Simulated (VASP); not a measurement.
# TaSi2: single point with PBEsol

The system is TaSi2.

```
CELL_PARAMETERS angstrom
4.76086 0.00000 0.00000
-2.38043 4.12303 0.00000
0.00000 0.00000 6.55578
ATOMIC_POSITIONS crystal
Ta 0.50000 0.00000 0.50000
Ta 0.50000 0.50000 0.83333
Ta 0.00000 0.50000 0.16667
Si 0.15684 0.31368 0.50000
Si 0.84073 0.15927 0.83333
Si 0.68146 0.84073 0.16667
Si 0.84073 0.68146 0.50000
Si 0.15927 0.84073 0.83333
Si 0.31854 0.15927 0.16667
```

This cell differs from its parent crystal: atom 4 (Si) moved -0.020 Å towards its neighbour atom 1 (Ta) at 2.810 Å.

| Item | Value |
| --- | --- |
| Program | VASP 6.6.1 |
| Task | single point |
| Functional | PBEsol |
| Potentials or basis | VASP PAW PBE potentials, release 64 (Ta_pv, Si) |
| Cutoff | 520 eV |
| k mesh | 12 × 12 × 6 |
| Occupations | gaussian, width 0.15 eV |
| Spin | no spin polarisation |
| Dipole correction | no |
| Further INCAR settings | ALGO = Normal; EDIFF = 1e-06; NBANDS = 38 |

The pressure is 0.3 GPa. The largest force is 0.172 eV/Å.

Forces in eV/Å, atoms in the order of the input:
```
Ta   0.000 -0.064  0.000
Ta  -0.011 -0.015 -0.025
Ta   0.011 -0.015  0.025
Si   0.000  0.172  0.000
Si  -0.017  0.009  0.017
Si  -0.014 -0.017 -0.005
Si   0.000 -0.061  0.000
Si   0.014 -0.017  0.005
Si   0.017  0.009 -0.017
```

Stress tensor (GPa, compression positive):
```
 0.31  0.00 -0.07
 0.00  0.36  0.00
-0.07  0.00  0.38
```

Levels at points of the mesh, in eV from the Fermi level:
| k point | band 26 | band 27 | band 28 | band 29 | band 30 | band 31 | band 32 | band 33 |
| --- | --- | --- | --- | --- | --- | --- | --- | --- |
| (0.00, 0.00, 0.00) | -2.41 | -2.21 | -2.20 | -1.46 | 0.71 | 3.00 | 3.00 | 3.52 |
| (0.50, 0.00, 0.00) | -1.10 | -0.78 | -0.12 | -0.04 | 0.87 | 1.22 | 1.61 | 1.96 |
| (0.00, 0.50, 0.00) | -1.10 | -0.77 | -0.11 | -0.03 | 0.86 | 1.23 | 1.61 | 1.96 |
| (0.00, 0.00, 0.50) | -2.00 | -1.77 | -1.75 | 1.12 | 1.12 | 2.67 | 2.69 | 3.46 |
| (0.50, 0.00, 0.50) | -2.07 | -1.86 | -0.70 | -0.25 | 1.57 | 1.99 | 2.56 | 2.59 |
| (0.00, 0.50, 0.50) | -2.05 | -1.83 | -0.70 | -0.25 | 1.56 | 1.99 | 2.57 | 2.61 |

Run time: 36 min on 1 thread of AMD EPYC 7R13, on a shared host, peak memory 0.87 GiB.

Caveat: the cell differs from its parent crystal (atom 4 (Si) moved -0.020 Å towards its neighbour atom 1 (Ta) at 2.810 Å); the PAW data sets were made with another functional, which shifts forces and pressure a little; spin-orbit coupling is left out, which moves the levels of the heavy elements.
